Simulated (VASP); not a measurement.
# Na3OF (Pm-3m) in VASP: notebook

Na3OF is run at these levels: r2SCAN+rVV10; tasks: single point, relaxation of cell and atoms.

Program: VASP 6.6.1. These are calculated values, not measurements. Logs are shortened: lines on timing, memory, paths and dates and some standing lists are left out, and cuts for length are marked.

## 1. The cell of the first run

Symmetry: Pm-3m, No. 221, cubic system. Conventional cell: a = 4.330 Å, b = 4.330 Å, c = 4.330 Å, α = 90.00°, β = 90.00°, γ = 90.00°. Within 4.0 Å of F (site symmetry m-3m) lie 12 Na at 3.06 Å and 8 O at 3.75 Å. O (site symmetry m-3m) has 6 Na at 2.17 Å within 2.9 Å. Na (site symmetry 4/mmm) has 2 O at 2.17 Å within 2.9 Å.

## 2. Single point, r2SCAN+rVV10

Contents of POSCAR:

```
Na3OF
1.0
    4.3301273882      0.0000000000      0.0000000000
    0.0000000000      4.3301273882      0.0000000000
    0.0000000000      0.0000000000      4.3301273882
F O Na
1 1 3
Direct
    0.0000000000      0.0000000000      0.0000000000
    0.5000000000      0.5000000000      0.5000000000
    0.5000000000      0.5000000000      0.0000000000
    0.5000000000      0.0000000000      0.5000000000
    0.0000000000      0.5000000000      0.5000000000
```

Contents of INCAR.step1:

```
PREC = Accurate
ENCUT = 520
ISMEAR = -1
SIGMA = 0.03
LREAL = False
LASPH = True
NELM = 100
NBANDS = 25
GGA = PE
ALGO = Normal
EDIFF = 1E-4
LWAVE = True
LCHARG = False
```

Contents of INCAR.step2:

```
PREC = Accurate
ENCUT = 520
EDIFF = 1E-7
ISMEAR = -1
SIGMA = 0.03
LREAL = False
LASPH = True
NELM = 100
ALGO = Normal
ISIF = 2
LWAVE = False
LCHARG = False
METAGGA = R2SCAN
LMIXTAU = True
LUSE_VDW = True
IVDW_NL = 2
BPARAM = 11.95
CPARAM = 0.0093
NBANDS = 25
ISTART = 1
```

Contents of KPOINTS:

```
Automatic mesh
0
Gamma
  6 6 6
```

Potentials or basis: VASP PAW PBE potentials, release 64 (F, O, Na_pv).

On the command line:

```
cat potpaw_PBE.64/F/POTCAR potpaw_PBE.64/O/POTCAR potpaw_PBE.64/Na_pv/POTCAR > POTCAR
cp INCAR.step1 INCAR
mpirun -np 1 vasp_std > vasp.out
cp INCAR.step2 INCAR
mpirun -np 1 vasp_std > vasp.out
```

OUTCAR:

```text
PREC = Accurate
   ENCUT = 520
   EDIFF = 1E-7
   ISMEAR = -1
   LREAL = False
   LASPH = True
   NELM = 100
   ISIF = 2
   METAGGA = R2SCAN
   IVDW_NL = 2
   BPARAM = 11.95
   ISTART = 1

 ion  position               nearest neighbor table
   1  0.000  0.000  0.000-
   2  0.500  0.500  0.500-   3 2.17   4 2.17   5 2.17   3 2.17   4 2.17   5 2.17
   3  0.500  0.500  0.000-   2 2.17   2 2.17
   4  0.500  0.000  0.500-   2 2.17   2 2.17
   5  0.000  0.500  0.500-   2 2.17   2 2.17

  LATTYP: Found a simple cubic cell.
 ALAT       =     4.3301273882

  Lattice vectors:

 A1 = (   4.3301273882,   0.0000000000,   0.0000000000)
 A2 = (   0.0000000000,   4.3301273882,   0.0000000000)
 A3 = (   0.0000000000,   0.0000000000,   4.3301273882)

Analysis of symmetry for initial positions (statically):
=====================================================================
 Subroutine PRICEL returns:
 Original cell was already a primitive cell.

 Routine SETGRP: Setting up the symmetry group for a
 simple cubic supercell.

 Subroutine GETGRP returns: Found 48 space group operations
 (whereof 48 operations were pure point group operations)
 out of a pool of 48 trial point group operations.

The static configuration has the point symmetry O_h .

Analysis of symmetry for dynamics (positions and initial velocities):
=====================================================================
 Subroutine PRICEL returns:
 Original cell was already a primitive cell.

 Routine SETGRP: Setting up the symmetry group for a
 simple cubic supercell.

 Subroutine GETGRP returns: Found 48 space group operations
 (whereof 48 operations were pure point group operations)
 out of a pool of 48 trial point group operations.

The dynamic configuration has the point symmetry O_h .

 Subroutine INISYM returns: Found 48 space group operations
 (whereof 48 operations are pure point group operations),
 and found     1 'primitive' translations

----------------------------------------------------------------------------------------

                                     Primitive cell

  volume of cell :      81.1899

  direct lattice vectors                    reciprocal lattice vectors
[... 85 lines left out ...]
   LASPH  =      T    aspherical Exc in radial PAW
   ENCUT  =  520.0 eV  38.22 Ry    6.18 a.u.   8.05  8.05  8.05*2*pi/ulx,y,z
   NELM   =    100;   NELMIN=  2; NELMDL=  0     # of ELM steps
   EDIFF  = 0.1E-06   stopping-criterion for ELM
   LREAL  =      F    real-space projection
   EDIFFG = 0.1E-05   stopping-criterion for IOM
   NSW    =      0    number of steps for IOM
   IBRION =     -1    ionic relax: 0-MD 1-quasi-New 2-CG
   NFREE  =      0    steps in history (QN), initial steepest desc. (CG)
   ISIF   =      2    stress and relaxation
   ISYM   =      2    0-nonsym 1-usesym 2-fastsym
   POTIM  = 0.5000    time-step for ionic-motion
   TEBEG  =    0.0;   TEEND  =   0.0 temperature during run
   PSTRESS=    0.0 pullay stress
   NELECT =      34.0000    total number of electrons
   NUPDOWN=      -1.0000    fix difference up-down
   EMIN   =  10.00;   EMAX   =-10.00  energy-range for DOS
   EFERMI =   0.00;   METHOD = LEGACY
   ISMEAR =    -1;   SIGMA  =   0.03  broadening in eV -4-tet -1-fermi 0-gaus
   EFERMI_NEDOS =   21; number of points for ismear=-14 and -15
   IALGO  =     38    algorithm
   IMIX   =      4    mixing-type and parameters
     AMIX     =   0.40;   BMIX     =  1.00
     AMIX_MAG =   1.60;   BMIX_MAG =  1.00
  volume/ion in A,a.u.               =      16.24       109.58
  Fermi-wavevector in a.u.,A,eV,Ry     =   1.224806  2.314547 20.410760  1.500149
  Thomas-Fermi vector in A             =   2.359867
   LORBIT       =      0    0 simple, 1 ext, 2 COOP (PROOUT), +10 PAW based schemes
   METAGGA = R2SCAN    functional components
   LHFCALC =     F    Hartree Fock is set to
   AEXX    =    0.0000 exact exchange contribution
   IVDW_NL    =     2    kernel type
   BPARAM     =11.9500
   IVDW    =     0    specifies the selected vdW correction
   LEPSILON=     F    determine dielectric tensor
   LRPA    =     F    only Hartree local field effects (RPA)
 non-spin polarized calculation
  energy-cutoff  :      520.00
  volume of cell :       81.19
 maximum number of plane-waves:      2272
   NGX = 17   NGY = 17   NGZ = 17

 number of electron      33.9999934 magnetization

 Free energy of the ion-electron system (eV)
  ---------------------------------------------------
  ext. energy  EPLUGINS =         0.00000000
  ---------------------------------------------------
  free energy    TOTEN  =       -27.31775674 eV

  energy without entropy =      -27.31775674  energy(sigma->0) =      -27.31775674

 E-fermi :   0.0420     XC(G=0):  -8.6065

 val. band max:       -0.6651002926   @ k =   0.0000   0.0000   0.0000
 cond. band min:       1.7046973252   @ k =   0.0000   0.0000   0.0000
 fundamental gap:      2.3697976177
 Fermi energy:         0.0420414947

 k-point     1 :       0.0000    0.0000    0.0000
  band No.  band energies     occupation
      1     -23.3944      2.00000
      2     -23.3944      2.00000
      3     -23.3944      2.00000
      4     -23.3380      2.00000
      5     -23.3380      2.00000
      6     -23.3380      2.00000
[... 549 lines left out ...]
     24       9.0773      0.00000
     25      11.0864      0.00000

------------------------ aborting loop because EDIFF is reached ----------------------------------------

  FORCE on cell =-STRESS in cart. coord.  units (eV):
  Direction    XX          YY          ZZ          XY          YZ          ZX
  --------------------------------------------------------------------------------------
  -------------------------------------------------------------------------------------
  Total       -0.0810276     -0.0810276     -0.0810276     -0.0000000     -0.0000000     -0.0000000
  in kB       -1.5989753     -1.5989753     -1.5989753     -0.0000000     -0.0000000     -0.0000000
  external PRESSURE =      -1.5989753 kB  Pullay stress =       0.0000000 kB

 VOLUME and BASIS-vectors are now :
 -----------------------------------------------------------------------------
  energy-cutoff  :      520.00
  volume of cell :       81.19
      direct lattice vectors                 reciprocal lattice vectors
     4.330127388  0.000000000  0.000000000     0.230940088  0.000000000  0.000000000
     0.000000000  4.330127388  0.000000000     0.000000000  0.230940088  0.000000000
     0.000000000  0.000000000  4.330127388     0.000000000  0.000000000  0.230940088

 POSITION                                       TOTAL-FORCE (eV/Angst)
 -----------------------------------------------------------------------------------
      0.00000      0.00000      0.00000         0.000000      0.000000      0.000000
      2.16506      2.16506      2.16506         0.000000      0.000000      0.000000
      2.16506      2.16506      0.00000         0.000000      0.000000      0.000000
      2.16506      0.00000      2.16506         0.000000      0.000000      0.000000
      0.00000      2.16506      2.16506         0.000000      0.000000      0.000000
 -----------------------------------------------------------------------------------
    total drift:                                0.000000     -0.000000     -0.000000

  FREE ENERGIE OF THE ION-ELECTRON SYSTEM (eV)
  ---------------------------------------------------
  free  energy   TOTEN  =       -27.3177567442 eV

  energy  without entropy=      -27.3177567442  energy(sigma->0) =      -27.31775674
```

Wall time 1.9 min (1 thread of AMD EPYC 9R45 (Zen 5), shared host); peak memory 0.3 GiB.

What came out:

- Free energy: -27.3178 eV
- Pressure: -0.2 GPa
- Band gap on the k mesh: 2.37 eV, direct

Levels at points of the mesh, in eV from the valence-band top:
| k point | band 14 | band 15 | band 16 | band 17 | band 18 | band 19 | band 20 | band 21 |
| --- | --- | --- | --- | --- | --- | --- | --- | --- |
| (0.00, 0.00, 0.00) | -2.56 | 0.00 | 0.00 | 0.00 | 2.37 | 8.05 | 8.05 | 10.87 |
| (0.50, 0.00, 0.00) | -2.53 | -0.78 | -0.05 | -0.05 | 4.96 | 5.32 | 8.94 | 10.61 |
| (0.50, 0.50, 0.00) | -2.51 | -0.50 | -0.50 | -0.04 | 5.68 | 7.12 | 7.12 | 7.60 |
| (0.50, 0.50, 0.50) | -2.71 | -0.62 | -0.62 | -0.62 | 7.22 | 7.22 | 7.22 | 9.23 |

Caveat: the PAW data sets were made with another functional, which shifts forces and pressure a little.

## 3. Relaxation of cell and atoms, r2SCAN+rVV10

This run uses another cell than the first one, of 16.55 Å³/atom, 1.019 times its volume.

POSCAR, as its differences from that of step 2:

```diff
@@ -2,5 +2,5 @@
 1.0
-    4.3301273882      0.0000000000      0.0000000000
-    0.0000000000      4.3301273882      0.0000000000
-    0.0000000000      0.0000000000      4.3301273882
+    4.3580007610      0.0000000000      0.0000000000
+    0.0000000000      4.3580007610      0.0000000000
+    0.0000000000      0.0000000000      4.3580007610
 F O Na
```

Contents of INCAR.step1:

```
PREC = Accurate ; ENCUT = 600
ISMEAR = -1 ; SIGMA = 0.03
LREAL = False ; LASPH = True
NELM = 100 ; GGA = PE
ALGO = Normal ; EDIFF = 1E-4
LWAVE = True ; LCHARG = False
```

Contents of INCAR.step2:

```
PREC = Accurate ; ENCUT = 600
EDIFF = 1E-6 ; ISMEAR = -1
SIGMA = 0.03 ; LREAL = False
LASPH = True ; NELM = 100
ALGO = Normal ; ISIF = 3
LWAVE = False ; LCHARG = False
METAGGA = R2SCAN ; LMIXTAU = True
LUSE_VDW = True ; IVDW_NL = 2
BPARAM = 11.95 ; CPARAM = 0.0093
IBRION = 2 ; NSW = 100
EDIFFG = -0.01 ; ISTART = 1
```

Contents of KPOINTS:

```
regular mesh
0
Gamma
  6 6 6
```

Potentials or basis: VASP PAW PBE potentials, release 64 (F, O, Na_pv).

On the command line:

```
cat potpaw_PBE.64/F/POTCAR potpaw_PBE.64/O/POTCAR potpaw_PBE.64/Na_pv/POTCAR > POTCAR
cp INCAR.step1 INCAR
mpirun -np 1 vasp_std > vasp.out
cp INCAR.step2 INCAR
mpirun -np 1 vasp_std > vasp.out
```

OUTCAR:

```text
PREC = Accurate
   ENCUT = 600
   EDIFF = 1E-6
   ISMEAR = -1
   LREAL = False
   LASPH = True
   NELM = 100
   ISIF = 3
   METAGGA = R2SCAN
   IVDW_NL = 2
   BPARAM = 11.95
   IBRION = 2
   NSW = 100
   EDIFFG = -0.01
   ISTART = 1

 ion  position               nearest neighbor table
   1  0.000  0.000  0.000-
   2  0.500  0.500  0.500-   3 2.18   4 2.18   5 2.18   3 2.18   4 2.18   5 2.18
   3  0.500  0.500  0.000-   2 2.18   2 2.18
   4  0.500  0.000  0.500-   2 2.18   2 2.18
   5  0.000  0.500  0.500-   2 2.18   2 2.18

  LATTYP: Found a simple cubic cell.
 ALAT       =     4.3580007610

  Lattice vectors:

 A1 = (   4.3580007610,   0.0000000000,   0.0000000000)
 A2 = (   0.0000000000,   4.3580007610,   0.0000000000)
 A3 = (   0.0000000000,   0.0000000000,   4.3580007610)

Analysis of symmetry for initial positions (statically):
=====================================================================
 Subroutine PRICEL returns:
 Original cell was already a primitive cell.

 Routine SETGRP: Setting up the symmetry group for a
 simple cubic supercell.

 Subroutine GETGRP returns: Found 48 space group operations
 (whereof 48 operations were pure point group operations)
 out of a pool of 48 trial point group operations.

The static configuration has the point symmetry O_h .

Analysis of symmetry for dynamics (positions and initial velocities):
=====================================================================
 Subroutine PRICEL returns:
 Original cell was already a primitive cell.

 Routine SETGRP: Setting up the symmetry group for a
 simple cubic supercell.

 Subroutine GETGRP returns: Found 48 space group operations
 (whereof 48 operations were pure point group operations)
 out of a pool of 48 trial point group operations.

The dynamic configuration has the point symmetry O_h .

 Subroutine INISYM returns: Found 48 space group operations
 (whereof 48 operations are pure point group operations),
[... 120 lines left out ...]
  Thomas-Fermi vector in A             =   2.352308
   LORBIT       =      0    0 simple, 1 ext, 2 COOP (PROOUT), +10 PAW based schemes
   METAGGA = R2SCAN    functional components
   LHFCALC =     F    Hartree Fock is set to
   AEXX    =    0.0000 exact exchange contribution
   IVDW_NL    =     2    kernel type
   BPARAM     =11.9500
   IVDW    =     0    specifies the selected vdW correction
   LEPSILON=     F    determine dielectric tensor
   LRPA    =     F    only Hartree local field effects (RPA)
 conjugate gradient relaxation of ions
 non-spin polarized calculation
  energy-cutoff  :      600.00
  volume of cell :       82.77
 maximum number of plane-waves:      2800
 NGX is ok and might be reduce to    36
   NGX = 17   NGY = 17   NGZ = 17

--------------------------------------- Ionic step        1  -------------------------------------------

 number of electron      34.0000011 magnetization

 Free energy of the ion-electron system (eV)
  ---------------------------------------------------
  ext. energy  EPLUGINS =         0.00000000
  ---------------------------------------------------
  free energy    TOTEN  =       -27.31505262 eV

  energy without entropy =      -27.31505262  energy(sigma->0) =      -27.31505262

------------------------ aborting loop because EDIFF is reached ----------------------------------------

  FORCE on cell =-STRESS in cart. coord.  units (eV):
  Direction    XX          YY          ZZ          XY          YZ          ZX
  --------------------------------------------------------------------------------------
  -------------------------------------------------------------------------------------
  Total       -0.4010435     -0.4010435     -0.4010435      0.0000000      0.0000000     -0.0000000
  in kB       -7.7631894     -7.7631894     -7.7631894      0.0000000      0.0000000     -0.0000000
  external PRESSURE =      -7.7631894 kB  Pullay stress =       0.0000000 kB
[... 65 lines left out ...]
--------------------------------------- Ionic step        3  -------------------------------------------

 number of electron      33.9999999 magnetization

 E-fermi :  -0.0020     XC(G=0):  -8.5897

 val. band max:       -0.6882290228   @ k =   0.0000   0.0000   0.0000
 cond. band min:       1.6787085831   @ k =   0.0000   0.0000   0.0000
 fundamental gap:      2.3669376059
 Fermi energy:        -0.0020145360

 k-point     1 :       0.0000    0.0000    0.0000
  band No.  band energies     occupation
      1     -23.4196      2.00000
      2     -23.4196      2.00000
      3     -23.4196      2.00000
      4     -23.3645      2.00000
      5     -23.3645      2.00000
      6     -23.3645      2.00000
[... 507 lines left out ...]
--------------------------------------- Ionic step        4  -------------------------------------------

 number of electron      33.9999994 magnetization

 Free energy of the ion-electron system (eV)
  ---------------------------------------------------
  ext. energy  EPLUGINS =         0.00000000
  ---------------------------------------------------
  free energy    TOTEN  =       -27.32050498 eV

  energy without entropy =      -27.32050498  energy(sigma->0) =      -27.32050498

 E-fermi :   0.0638     XC(G=0):  -8.6218

 val. band max:       -0.6564284990   @ k =   0.0000   0.0000   0.0000
 cond. band min:       1.7205562557   @ k =   0.0000   0.0000   0.0000
 fundamental gap:      2.3769847547
 Fermi energy:         0.0638357871

 k-point     1 :       0.0000    0.0000    0.0000
  band No.  band energies     occupation
      1     -23.3779      2.00000
      2     -23.3779      2.00000
      3     -23.3779      2.00000
      4     -23.3209      2.00000
      5     -23.3209      2.00000
      6     -23.3209      2.00000
[... 501 lines left out ...]
  FREE ENERGIE OF THE ION-ELECTRON SYSTEM (eV)
  ---------------------------------------------------
  free  energy   TOTEN  =       -27.3205049814 eV

  energy  without entropy=      -27.3205049813  energy(sigma->0) =      -27.32050498

 reached required accuracy - stopping structural energy minimisation
```

OSZICAR.step1:

```text
N       E                     dE             d eps       ncg     rms          rms(c)
DAV:   1     0.378412866256E+03    0.37841E+03   -0.19271E+04   840   0.208E+03
DAV:   2     0.284139675866E+02   -0.35000E+03   -0.33501E+03   885   0.512E+02
DAV:   3    -0.225586470007E+02   -0.50973E+02   -0.49245E+02  1024   0.177E+02
DAV:   4    -0.242463122741E+02   -0.16877E+01   -0.16851E+01   913   0.326E+01
DAV:   5    -0.242806555182E+02   -0.34343E-01   -0.34339E-01   973   0.486E+00    0.117E+01
DAV:   6    -0.190781195349E+02    0.52025E+01   -0.22880E+01  1089   0.409E+01    0.476E+00
DAV:   7    -0.189287602447E+02    0.14936E+00   -0.10248E+00   850   0.781E+00    0.242E+00
DAV:   8    -0.188472063917E+02    0.81554E-01   -0.30785E-01   886   0.526E+00    0.647E-01
DAV:   9    -0.188456474283E+02    0.15590E-02   -0.19337E-02  1092   0.130E+00    0.289E-01
DAV:  10    -0.188480200006E+02   -0.23726E-02   -0.44006E-03   867   0.469E-01    0.152E-01
DAV:  11    -0.188485326598E+02   -0.51266E-03   -0.16289E-03   700   0.328E-01    0.162E-02
DAV:  12    -0.188485779923E+02   -0.45332E-04   -0.13237E-04   646   0.115E-01
   1 F= -.18848578E+02 E0= -.18848578E+02  d E =-.198993E-11
```

Wall time 7.6 min (1 thread of AMD EPYC 9R45 (Zen 5), shared host); peak memory 0.38 GiB.

What came out:

| Quantity | Value |
| --- | --- |
| Free energy | -27.3205 eV |
| Relaxed volume | 16.19 Å³/atom |
| Relaxed cell | a = 4.326 Å, b = 4.326 Å, c = 4.326 Å, α = 90.00°, β = 90.00°, γ = 90.00° |
| Space group after relaxing (to 0.05 Å) | Pm-3m (No. 221) |
| Energy gained by relaxing | 1.1 meV/atom |
| Ionic steps | 4 |
| Pressure after relaxing | 0.0 GPa |
| Band gap on the k mesh | 2.38 eV, direct |

Step by step:
| step | energy change (eV) | largest force (eV/Å) | pressure (GPa) | volume (Å³) |
| --- | --- | --- | --- | --- |
| 1 | 0.0000 | 0.0000 | -0.78 | 82.77 |
| 2 | -0.0040 | 0.0000 | -0.37 | 81.81 |
| 3 | -0.0047 | 0.0000 | -0.24 | 81.52 |
| 4 | -0.0055 | 0.0000 | 0.03 | 80.94 |

Final structure:
```
F O Na
1.0
     4.32568    0.00000    0.00000
     0.00000    4.32568    0.00000
     0.00000    0.00000    4.32568
F O Na
1 1 3
Direct
  0.00000 0.00000 0.00000
  0.50000 0.50000 0.50000
  0.50000 0.50000 0.00000
  0.50000 0.00000 0.50000
  0.00000 0.50000 0.50000
```

Caveat: the PAW data sets were made with another functional, which shifts forces and pressure a little. A k mesh can miss the band edges.
